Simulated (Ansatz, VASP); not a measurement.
**AgCl in VASP and in Ansatz**

```
Ag Cl
1.0
     0.00000    2.77318    2.93874
     2.77318    0.00000    2.93874
     2.77318    2.77318    0.00000
Ag Cl
1 1
Direct
  0.00000 0.00000 0.00000
  0.50000 0.50000 0.50000
```

Change from the starting cell: uniaxial_z strain +6.0%.

Alike in both runs: task single point; functional PBE; k mesh 8 × 8 × 8; occupations fermi-dirac, width 0.02 eV; no spin polarisation.

|  | VASP | Ansatz |
| --- | --- | --- |
| version | VASP 6.6.1 | Ansatz 0.2.0 |
| potentials or method | VASP PAW PBE potentials, release 64 (Ag, Cl) | plane waves, PAW |
| plane-wave cutoff (eV) | 520 | 420 |
| valence electrons in the cell | 18 | 26 |

|  | VASP | Ansatz | Ansatz less VASP |
| --- | --- | --- | --- |
| gap on the k mesh at the Fermi level (eV) | 0.78 | 0.78 | +0.003 |
| pressure (GPa) | -0.8 | -0.7 | +0.12 |
| traceless stress, the component that is largest in VASP (GPa) | -0.41 | -0.44 | -0.029 |

VASP's potentials hold 18 valence electrons a cell and Ansatz's 26, so a difference there can come from the potentials and not from the codes.
